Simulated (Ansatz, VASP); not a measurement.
# Two plane-wave programs on Zr3Sn

```
CELL_PARAMETERS angstrom
-2.17665 2.17665 4.76964
2.17665 -2.17665 4.76964
2.17665 2.17665 -4.76964
ATOMIC_POSITIONS crystal
Zr 0.50000 0.50000 0.00000
Zr 0.25000 0.75000 0.50000
Zr 0.75000 0.25000 0.50000
Sn 0.00000 0.00000 0.00000
```

Alike in both runs: task single point; functional LDA; k mesh 9 × 9 × 9; occupations fermi-dirac, width 0.1 eV; no spin polarisation.

|  | VASP | Ansatz |
| --- | --- | --- |
| version | VASP 6.6.1 | Ansatz 0.2.0 |
| potentials or method | VASP PAW LDA potentials, release 64 (Zr_sv, Sn_d) | plane waves, PAW |
| plane-wave cutoff (eV) | 520 | 420 |
| valence electrons in the cell | 50 | 50 |

```tsv
	VASP	Ansatz	Ansatz less VASP
gap on the k mesh at the Fermi level (eV)	none	none	-
pressure (GPa)	-6.5	-6.6	-0.13
```

LDA's correlation is that of Perdew and Zunger in VASP and of Perdew and Wang (1992) in Ansatz. A gap of «none» marks a metal or a gap that the smearing closes.
